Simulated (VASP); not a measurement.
Input of a VASP 6.6.1 run:

The input INCAR:

```
SYSTEM = W
PREC     = Accurate       ! precision mode
ENCUT    = 520            ! plane-wave cutoff, eV
EDIFF    = 1E-6           ! SCF threshold, eV
ISMEAR   = -1             ! smearing method
SIGMA    = 0.05           ! smearing width, eV
LREAL    = .FALSE.        ! projectors in reciprocal space
LASPH    = .TRUE.         ! aspherical terms in the spheres
NELM     = 100            ! most SCF steps
ALGO     = Normal         ! electronic algorithm
ISIF     = 2              ! what is computed and relaxed
LWAVE    = .FALSE.        ! write WAVECAR
LCHARG   = .FALSE.        ! write CHGCAR
NBANDS   = 13             ! bands
```

KPOINTS

```
regular mesh
0
G
  11 11 11
  0 0 0
```

POSCAR

```
W
1.0
    0.0000000000      2.0163754284      2.0163754284
    2.0163754284      0.0000000000      2.0163754284
    2.0163754284      2.0163754284      0.0000000000
W
1
Direct
    0.0000000000      0.0000000000      0.0000000000
```

Potentials or basis: VASP PAW LDA potentials, release 64 (W_sv).

Run with:

```console
$ cat potpaw_LDA.64/W_sv/POTCAR > POTCAR
$ mpirun -np 1 vasp_std > vasp.out
```

Question: Estimate the pressure.

Answer: -10.9 GPa.

Question: What does it give for the band gap on the k mesh?

Answer: Zero (band 7 reaches 13.16 eV, above the bottom of band 8 at 9.77 eV).

Caveat: spin-orbit coupling is left out, which moves the levels of the heavy elements.
